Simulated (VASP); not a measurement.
Runs of VASP 6.6.1 on BaTiO3. The cells are those of the table. 

| level | U | cell | k mesh | gap on the mesh (eV) | pressure (GPa) | largest force (eV/Å) |
| --- | --- | --- | --- | --- | --- | --- |
| PBE | - | a = 3.770, b = 4.534, c = 3.803 Å, angles 93.8, 78.7, 99.7°, 5 atoms | 6 × 5 × 6 | 0.26 | 21.2 | 0.78 |
| PBE | - | a = 3.753, b = 4.526, c = 3.794 Å, angles 93.5, 80.3, 98.0°, 5 atoms | 6 × 5 × 6 | 0.52 | 20.0 | 0.75 |
| PBE+U | Ti d U = 5.0 eV | a = 3.753, b = 4.526, c = 3.794 Å, angles 93.5, 80.3, 98.0°, 5 atoms | 7 × 6 × 7 | (c) | 24.5 | 0.87 |
| PBE+U | Ti d U = 8.0 eV | a = 3.753, b = 4.526, c = 3.794 Å, angles 93.5, 80.3, 98.0°, 5 atoms | 7 × 6 × 7 | 1.32 | 27.3 | 1.15 |
| PBE | - | a = 3.757, b = 4.528, c = 3.796 Å, angles 93.6, 79.9, 98.4°, 5 atoms | 6 × 5 × 6 | 0.45 | 20.3 | 0.76 |
| PBE | - | a = 3.761, b = 4.530, c = 3.798 Å, angles 93.6, 79.5, 98.8°, 5 atoms | 6 × 5 × 6 | 0.39 | 20.6 | 0.77 |
| PBE | - | a = 3.749, b = 4.524, c = 3.791 Å, angles 93.5, 80.7, 97.6°, 5 atoms | 6 × 5 × 6 | 0.58 | 19.7 | 0.74 |
| PBE | - | a = 3.745, b = 4.522, c = 3.789 Å, angles 93.4, 81.1, 97.2°, 5 atoms | 6 × 5 × 6 | 0.64 | (a) | 0.73 |
| PBE+U | Ti d U = 4.0 eV | a = 3.753, b = 4.526, c = 3.794 Å, angles 93.5, 80.3, 98.0°, 5 atoms | 7 × 6 × 7 | 0.89 | 23.6 | 0.79 |
| PBE+U | Ti d U = 6.0 eV | a = 3.753, b = 4.526, c = 3.794 Å, angles 93.5, 80.3, 98.0°, 5 atoms | 7 × 6 × 7 | (b) | 25.4 | 0.96 |

Alike in all rows: task single point; potentials or basis VASP PAW PBE potentials, release 64 (Ba_sv, Ti_sv, O); no spin polarisation; cutoff (eV) 520; smearing fermi-dirac 0.05 eV.

Problem. Estimate the missing entries.

Solution. (a) 19.5; (b) 1.10; (c) 0.99.

Caveats: the cell stands under pressure; spin-orbit coupling is left out, which moves the levels of the heavy elements; an odd mesh through Γ misses points on the zone boundary, where band edges can lie; forces of over 1 eV/Å act on the atoms, so gaps and moduli don't describe the material at rest (at least some runs).

A k mesh can miss the band edges, and the runs leave out spin-orbit coupling on Ba.
